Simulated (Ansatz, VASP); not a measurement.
# Two plane-wave programs on MgBe2SeO2

```
Mg Be Se O
1.0
     2.39632   -8.25457    0.00000
     2.39632    8.25457    0.00000
     0.00000    0.00000    2.53902
Mg Be Se O
1 2 1 2
Direct
  0.50000 0.50000 0.00000
  0.24888 0.75112 0.00000
  0.75112 0.24888 0.00000
  0.00000 0.00000 0.50000
  0.00000 0.50000 0.50000
  0.50000 0.00000 0.50000
```

Change from the starting cell: species swapped into the CeB2Ir2Rh type (Cmmm, No. 65).

Alike in both runs: functional PBE; k mesh 8 × 8 × 16; occupations gaussian, width 0.1 eV; no spin polarisation.

Ansatz relaxed the structure, and its values are those at the end. VASP's run is a single point on that final structure, the one shown.

|  | VASP | Ansatz |
| --- | --- | --- |
| version | VASP 6.6.1 | Ansatz 0.2.0 |
| potentials or method | VASP PAW PBE potentials, release 64 (Mg, Be, Se, O), cutoff 520 eV | scalar-relativistic, plane waves, PAW |
| valence electrons in the cell | 24 | 42 |

Ansatz gave:

```
gap on the k mesh at the Fermi level (eV) : none
pressure (GPa)                            : 0.0
```

Q: Which values does VASP return?

A: gap on the k mesh at the Fermi level (eV): none; pressure (GPa): 0.1.

A gap of «none» marks a metal or a gap that the smearing closes. With one functional, cell and mesh, what is left measures potentials, basis and numerics. VASP's potentials hold 24 valence electrons a cell and Ansatz's 42, so a difference there can come from the potentials and not from the codes.
